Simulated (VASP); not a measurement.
**Sb: single point with PBEsol+D3(BJ)**

The system is Sb.

```
Sb
1.0
     2.13428    1.23223    3.58628
    -2.13428    1.23223    3.58628
     0.00000   -2.46445    3.58628
Sb
2
Direct
  0.76201 0.76201 0.76201
  0.23799 0.23799 0.23799
```

```yaml
Program: VASP 6.6.1
Task: single point
Functional: PBEsol
Dispersion: D3(BJ)
Potentials_or_basis: VASP PAW PBE potentials, release 64 (Sb)
Cutoff: 520 eV
k_mesh: 8 × 8 × 8
Occupations: fermi-dirac, width 0.05 eV
Spin: no spin polarisation
Dipole_correction: no
Further_INCAR_settings: ALGO = Normal; EDIFF = 1e-06; NBANDS = 12
```

| Property | Result |
| --- | --- |
| Pressure | 0.2 GPa |
| Largest force | 0.046 eV/Å |
| Band gap on the k mesh | zero (bands 5 and 6 overlap by 0.29 eV) |
| Dispersion energy per atom | -0.482 eV |

Forces in eV/Å, atoms in the order of the input:
```
Sb   0.000  0.000 -0.046
Sb   0.000  0.000  0.046
```

Stress tensor (GPa, compression positive):
```
0.27 0.00 0.00
0.00 0.27 0.00
0.00 0.00 0.19
```

Levels at points of the mesh, in eV from the Fermi level:
```tsv
k point	band 3	band 4	band 5	band 6	band 7	band 8
(0.00, 0.00, 0.00)	-2.02	-1.92	-1.92	2.57	2.99	2.99
(0.50, 0.00, 0.00)	-1.71	-1.51	-0.39	-0.12	0.08	0.24
(0.50, 0.50, 0.00)	-5.95	-4.00	-3.97	1.47	5.38	5.66
(0.50, 0.50, 0.50)	-1.28	-1.28	-0.38	-0.23	-0.23	0.86
```

Wall time 32 s on 1 thread of AMD EPYC 7R43 64-Core Processor (Zen 3), on a shared host, peak memory 0.17 GiB.

Caveat: the PAW data sets were made with another functional, which shifts forces and pressure a little; spin-orbit coupling is left out, which moves the levels of the heavy elements.
